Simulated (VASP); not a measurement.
A run of VASP 6.6.1:

The input INCAR:

```
SYSTEM = ScAlN2
PREC = Accurate
ENCUT = 520
EDIFF = 1E-7
ISMEAR = 0
SIGMA = 0.05
LREAL = .FALSE.
LASPH = .TRUE.
NELM = 80
ALGO = Normal
ISIF = 2
LWAVE = .FALSE.
LCHARG = .FALSE.
GGA = PS
ISYM = 0
NBANDS = 34
KPAR = 4
```

KPOINTS

```
Automatic mesh
0
G
  10 10 10
  0 0 0
```

Contents of POSCAR:

```
ScAlN2
1.0
   -2.1748475949      2.1748475949      4.1732326356
    2.1748475949     -2.1748475949      4.1732326356
    2.1748475949      2.1748475949     -4.1732326356
Sc Al N
2 2 4
Direct
    0.7500000000      0.2500000000      0.5000000000
    0.0000000000      0.0000000000      0.0000000000
    0.2500000000      0.7500000000      0.5000000000
    0.5000000000      0.5000000000      0.0000000000
    0.4885064509      0.9885064509      0.5000000000
    0.2614935491      0.2614935491      0.0000000000
    0.0114935491      0.5114935491      0.5000000000
    0.7385064509      0.7385064509      0.0000000000
```

Potentials or basis: VASP PAW PBE potentials, release 64 (Sc_sv, Al, N).

Run with:

```bash
$ cat potpaw_PBE.64/Sc_sv/POTCAR potpaw_PBE.64/Al/POTCAR potpaw_PBE.64/N/POTCAR > POTCAR
$ mpirun -np 4 vasp_std > vasp.out
```

Hardware: 4 MPI ranks on Oxide Virtual Turin-like Processor, with other jobs on the host.

Estimate the wall time of this run.

Run time: 13 min on 4 MPI ranks on Oxide Virtual Turin-like Processor, with other jobs on the host, peak memory 1.1 GiB a rank. Counts: scf iterations 16, k points 504.
